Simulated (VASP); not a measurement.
# Al3InAs4 (P-43m) in VASP: further runs, part 2 of 2

VASP 6.6.1. Earlier steps stand in the parts before.

## 3. Relaxation of the atoms, PBE (volume scaled by 1.10)

File INCAR:

```
SYSTEM = Al3InAs4
PREC     = Accurate       ! precision mode
ENCUT    = 520            ! plane-wave cutoff, eV
EDIFF    = 1E-6           ! SCF threshold, eV
ISMEAR   = 0              ! smearing method
SIGMA    = 0.02           ! smearing width, eV
LREAL    = .False.        ! projectors in reciprocal space
LASPH    = .True.         ! aspherical terms in the spheres
NELM     = 100            ! most SCF steps
ALGO     = Normal         ! electronic algorithm
ISIF     = 2              ! what is computed and relaxed
LWAVE    = .False.        ! write WAVECAR
LCHARG   = .False.        ! write CHGCAR
GGA      = PE             ! functional
IBRION   = 2              ! ionic algorithm
NSW      = 50             ! ionic steps
EDIFFG   = -0.01          ! ionic threshold
```

File KPOINTS:

```
regular mesh
0
Gamma
  6 6 6
  0 0 0
```

File POSCAR:

```
Al3InAs4
1.0
    6.0238575038      0.0000000000      0.0000000000
    0.0000000000      6.0238575038      0.0000000000
    0.0000000000      0.0000000000      6.0238575038
Al In As
3 1 4
Direct
    0.5000000000      0.0000000000      0.0000000000
    0.0000000000      0.0000000000      0.5000000000
    0.0000000000      0.5000000000      0.0000000000
    0.5000000000      0.5000000000      0.5000000000
    0.7603945353      0.2396054647      0.7603945353
    0.7603945353      0.7603945353      0.2396054647
    0.2396054647      0.2396054647      0.2396054647
    0.2396054647      0.7603945353      0.7603945353
```

Potentials or basis: VASP PAW PBE potentials, release 64 (Al, In_d, As).

Command:

```bash
$ cat potpaw_PBE.64/Al/POTCAR potpaw_PBE.64/In_d/POTCAR potpaw_PBE.64/As/POTCAR > POTCAR
$ mpirun -np 1 vasp_std > vasp.out
```

OUTCAR:

```text
SYSTEM = Al3InAs4
   PREC = Accurate
   ENCUT = 520
   EDIFF = 1E-6
   ISMEAR = 0
   LREAL = .False.
   LASPH = .True.
   NELM = 100
   ISIF = 2
   GGA = PE
   IBRION = 2
   NSW = 50
   EDIFFG = -0.01

 ion  position               nearest neighbor table
   1  0.500  0.000  0.000-   5 2.57   6 2.57   7 2.57   8 2.57
   2  0.000  0.000  0.500-   5 2.57   6 2.57   7 2.57   8 2.57
   3  0.000  0.500  0.000-   5 2.57   6 2.57   7 2.57   8 2.57
   4  0.500  0.500  0.500-   5 2.72   6 2.72   7 2.72   8 2.72
   5  0.760  0.240  0.760-   1 2.57   2 2.57   3 2.57   4 2.72
   6  0.760  0.760  0.240-   1 2.57   2 2.57   3 2.57   4 2.72
   7  0.240  0.240  0.240-   1 2.57   2 2.57   3 2.57   4 2.72
   8  0.240  0.760  0.760-   1 2.57   2 2.57   3 2.57   4 2.72

  LATTYP: Found a simple cubic cell.
 ALAT       =     6.0238575038

  Lattice vectors:

 A1 = (   6.0238575038,   0.0000000000,   0.0000000000)
 A2 = (   0.0000000000,   6.0238575038,   0.0000000000)
 A3 = (   0.0000000000,   0.0000000000,   6.0238575038)

Analysis of symmetry for initial positions (statically):
=====================================================================
 Subroutine PRICEL returns:
 Original cell was already a primitive cell.

 Routine SETGRP: Setting up the symmetry group for a
 simple cubic supercell.

 Subroutine GETGRP returns: Found 24 space group operations
[... 165 lines left out ...]

 number of electron      42.0000017 magnetization

 Free energy of the ion-electron system (eV)
  ---------------------------------------------------
  ext. energy  EPLUGINS =         0.00000000
  ---------------------------------------------------
  free energy    TOTEN  =       -35.48023953 eV

  energy without entropy =      -35.48023953  energy(sigma->0) =      -35.48023953

------------------------ aborting loop because EDIFF is reached ----------------------------------------

  FORCE on cell =-STRESS in cart. coord.  units (eV):
  Direction    XX          YY          ZZ          XY          YZ          ZX
  --------------------------------------------------------------------------------------
  -------------------------------------------------------------------------------------
  Total       -6.4111513     -6.4111513     -6.4111513     -0.0000000     -0.0000000     -0.0000000
  in kB      -46.9918499    -46.9918499    -46.9918499     -0.0000000     -0.0000000     -0.0000000
  external PRESSURE =     -46.9918499 kB  Pullay stress =       0.0000000 kB
[... 71 lines left out ...]
--------------------------------------- Ionic step        3  -------------------------------------------

 number of electron      42.0000017 magnetization

 Free energy of the ion-electron system (eV)
  ---------------------------------------------------
  ext. energy  EPLUGINS =         0.00000000
  ---------------------------------------------------
  free energy    TOTEN  =       -35.48033546 eV

  energy without entropy =      -35.48033546  energy(sigma->0) =      -35.48033546

 E-fermi :   3.0600     XC(G=0):  -8.5391

 val. band max:        2.9415228258   @ k =   0.0000   0.0000   0.0000
 cond. band min:       3.4524464751   @ k =   0.0000   0.0000   0.0000
 fundamental gap:      0.5109236493
 Fermi energy:         3.0599988980

 k-point     1 :       0.0000    0.0000    0.0000
  band No.  band energies     occupation
      1     -10.9684      2.00000
      2     -10.9684      2.00000
      3     -10.9684      2.00000
      4     -10.8803      2.00000
      5     -10.8803      2.00000
      6      -8.1975      2.00000
[... 604 lines left out ...]
  FREE ENERGIE OF THE ION-ELECTRON SYSTEM (eV)
  ---------------------------------------------------
  free  energy   TOTEN  =       -35.4803354609 eV

  energy  without entropy=      -35.4803354609  energy(sigma->0) =      -35.48033546

 reached required accuracy - stopping structural energy minimisation
```

OSZICAR:

```text
N       E                     dE             d eps       ncg     rms          rms(c)
DAV:   1     0.245839712414E+03    0.24584E+03   -0.16588E+04  1040   0.140E+03
DAV:   2    -0.895451422007E+01   -0.25479E+03   -0.24848E+03  1174   0.285E+02
DAV:   3    -0.354049994211E+02   -0.26450E+02   -0.26038E+02  1342   0.951E+01
[... 15 lines left out ...]
DAV:   3    -0.354803045304E+02    0.27182E-06   -0.28505E-06  1178   0.978E-03
   2 F= -.35480305E+02 E0= -.35480305E+02  d E =-.650018E-04
       N       E                     dE             d eps       ncg     rms          rms(c)
DAV:   1    -0.354803134821E+02   -0.86799E-05   -0.35774E-03  1078   0.256E-01    0.249E-02
DAV:   2    -0.354803360216E+02   -0.22540E-04   -0.24750E-04  1326   0.761E-02    0.619E-03
DAV:   3    -0.354803354609E+02    0.56077E-06   -0.50561E-06  1210   0.128E-02
   3 F= -.35480335E+02 E0= -.35480335E+02  d E =-.959322E-04
```

CONTCAR:

```text
Al3InAs4
   1.00000000000000
     6.0238575038000004    0.0000000000000000    0.0000000000000000
     0.0000000000000000    6.0238575038000004    0.0000000000000000
     0.0000000000000000    0.0000000000000000    6.0238575038000004
  Al              In              As
     3     1     4
Direct
     0.5000000000000000    0.0000000000000000    0.0000000000000000
     0.0000000000000000    0.0000000000000000    0.5000000000000000
     0.0000000000000000    0.5000000000000000    0.0000000000000000
     0.5000000000000000    0.5000000000000000    0.5000000000000000
     0.7601708151811467    0.2398291848188534    0.7601708151811467
     0.7601708151811467    0.7601708151811467    0.2398291848188534
     0.2398291848188534    0.2398291848188534    0.2398291848188534
     0.2398291848188534    0.7601708151811467    0.7601708151811467

  0.00000000E+00  0.00000000E+00  0.00000000E+00
  0.00000000E+00  0.00000000E+00  0.00000000E+00
  0.00000000E+00  0.00000000E+00  0.00000000E+00
  0.00000000E+00  0.00000000E+00  0.00000000E+00
  0.00000000E+00  0.00000000E+00  0.00000000E+00
  0.00000000E+00  0.00000000E+00  0.00000000E+00
  0.00000000E+00  0.00000000E+00  0.00000000E+00
  0.00000000E+00  0.00000000E+00  0.00000000E+00
```

It took 5.5 min on 1 thread of Oxide Virtual Turin-like, shared host; peak memory 0.36 GiB.

Results:

```
Free energy               : -35.4803 eV
Energy gained by relaxing : 0.0 meV/atom
Ionic steps               : 3
Pressure after relaxing   : -4.7 GPa
Band gap on the k mesh    : 0.51 eV, direct
```

Final structure:
```
Al In As
1.0
     6.02386    0.00000    0.00000
     0.00000    6.02386    0.00000
     0.00000    0.00000    6.02386
Al In As
3 1 4
Direct
  0.50000 0.00000 0.00000
  0.00000 0.00000 0.50000
  0.00000 0.50000 0.00000
  0.50000 0.50000 0.50000
  0.76017 0.23983 0.76017
  0.76017 0.76017 0.23983
  0.23983 0.23983 0.23983
  0.23983 0.76017 0.76017
```

Caveat: spin-orbit coupling is left out, which moves the levels of the heavy elements.
